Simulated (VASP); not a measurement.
**B: single point with PBEsol**

B:

```
B
1.0
    -1.87288    1.87288    1.02169
     1.87288   -1.87288    1.02169
     1.87288    1.87288   -1.02169
B
2
Direct
  0.00000 0.00000 0.00000
  0.75000 0.25000 0.50000
```

```
Program                : VASP 6.6.1
Task                   : single point
Functional             : PBEsol
Potentials or basis    : VASP PAW PBE potentials, release 64 (B)
Cutoff                 : 520 eV
k mesh                 : 10 × 10 × 10
Occupations            : gaussian, width 0.1 eV
Spin                   : no spin polarisation
Dipole correction      : no
Further INCAR settings : ALGO = Normal; EDIFF = 1e-06; NBANDS = 10
```

The pressure is -14.5 GPa and the band gap on the k mesh is zero (band 3 reaches 10.45 eV, above the bottom of band 4 at 1.05 eV).

Stress tensor (GPa, compression positive):
```
 -5.48   0.00   0.00
  0.00  -5.48   0.00
  0.00   0.00 -32.62
```

Levels at points of the mesh, in eV from the Fermi level:
```tsv
k point	band 1	band 2	band 3	band 4	band 5	band 6	band 7
(0.00, 0.00, 0.00)	-15.47	-1.30	-1.30	5.11	8.50	13.34	13.34
(0.50, 0.00, 0.00)	-6.92	-5.06	-0.19	0.18	3.66	6.68	10.53
(0.50, 0.50, 0.00)	-11.13	-11.13	3.43	3.43	8.95	8.95	13.20
(0.50, 0.50, 0.50)	-7.71	-7.71	-5.68	-5.68	11.81	11.81	17.02
```

It took 6.7 s on 1 thread of Intel Xeon 6975P-C (shared host), peak memory 0.13 GiB.

Caveat: the PAW data sets were made with another functional, which shifts forces and pressure a little.
